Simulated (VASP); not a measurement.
Here is a VASP 6.6.1 calculation.

INCAR

```
SYSTEM = Be
PREC     = Accurate       ! precision mode
ENCUT    = 520            ! plane-wave cutoff, eV
EDIFF    = 1E-6           ! SCF threshold, eV
ISMEAR   = -1             ! smearing method
SIGMA    = 0.05           ! smearing width, eV
LREAL    = .FALSE.        ! projectors in reciprocal space
LASPH    = .TRUE.         ! aspherical terms in the spheres
NELM     = 80             ! most SCF steps
ALGO     = Normal         ! electronic algorithm
ISIF     = 2              ! what is computed and relaxed
LWAVE    = .FALSE.        ! write WAVECAR
LCHARG   = .FALSE.        ! write CHGCAR
GGA      = PS             ! functional
NBANDS   = 9              ! bands
```

File KPOINTS:

```
Automatic mesh
0
G
  21 21 21
  0 0 0
```

Contents of POSCAR:

```
Be
1.0
    0.0000000000      1.5820988493      1.5820988493
    1.5820988493      0.0000000000      1.5820988493
    1.5820988493      1.5820988493      0.0000000000
Be
2
Direct
   -0.1250000000     -0.1250000000     -0.1250000000
    0.1250000000      0.1250000000      0.1250000000
```

Potentials or basis: VASP PAW PBE potentials, release 64 (Be).

Launch:

```sh
$ cat potpaw_PBE.64/Be/POTCAR > POTCAR
$ mpirun -np 1 vasp_std > vasp.out
```

Q: Predict the pressure.

A: 478.6 GPa.

Q: Predict the band gap on the k mesh.

A: Zero (band 2 reaches 25.55 eV, above the bottom of band 3 at 13.74 eV).

Caveat: the PAW data sets were made with another functional, which shifts forces and pressure a little.
